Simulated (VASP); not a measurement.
Input of a VASP 6.6.1 run:

Contents of INCAR:

```
SYSTEM = Zn4HO4
ALGO = Normal
EDIFF = 1E-6
ENCUT = 520
GGA = PS
ISIF = 2
ISMEAR = 0
LASPH = .TRUE.
LCHARG = .FALSE.
LREAL = .FALSE.
LWAVE = .FALSE.
NBANDS = 46
NELM = 80
PREC = Accurate
SIGMA = 0.05
```

File KPOINTS:

```
k-points
0
G
  4 4 8
  0 0 0
```

The input POSCAR:

```
Zn4HO4
1.0
    5.5148137916      0.0000000000      0.0000000000
    0.0000000000      5.5148137916      0.0000000000
    0.0000000000      0.0000000000      3.2430062931
Zn O H
4 4 1
Direct
    0.1820657240      0.1820657240      0.5000000000
    0.8179342760      0.8179342760      0.5000000000
    0.6820657240      0.3179342760      0.0000000000
    0.3179342760      0.6820657240      0.0000000000
    0.8180023132      0.1819976868      0.5000000000
    0.1819976868      0.8180023132      0.5000000000
    0.6819976868      0.6819976868      0.0000000000
    0.3180023132      0.3180023132      0.0000000000
    1.0000405349     -0.0180023132      0.4000000000
```

Potentials or basis: VASP PAW PBE potentials, release 64 (Zn, O, H).

Command:

```console
$ cat potpaw_PBE.64/Zn/POTCAR potpaw_PBE.64/O/POTCAR potpaw_PBE.64/H/POTCAR > POTCAR
$ mpirun -np 1 vasp_std > vasp.out
```

Task: Predict the largest force.

Result: 5.583 eV/Å.

Task: Estimate the pressure.

Result: 14.1 GPa.

Forces in eV/Å, atoms in the order of the input:
```
Zn   2.309  2.719  0.682
Zn  -4.131 -3.544  1.244
Zn  -0.240  0.220  0.028
Zn   0.358 -0.379  0.040
O   -0.428  0.541  0.023
O    0.641 -0.495 -0.037
O   -0.073 -0.044 -0.187
O    0.004  0.026 -0.124
H    1.560  0.955 -1.669
```

Caveat: the PAW data sets were made with another functional, which shifts forces and pressure a little; an odd number of electrons without spin polarisation forces a metal; a magnetic or distorted state may lie lower.
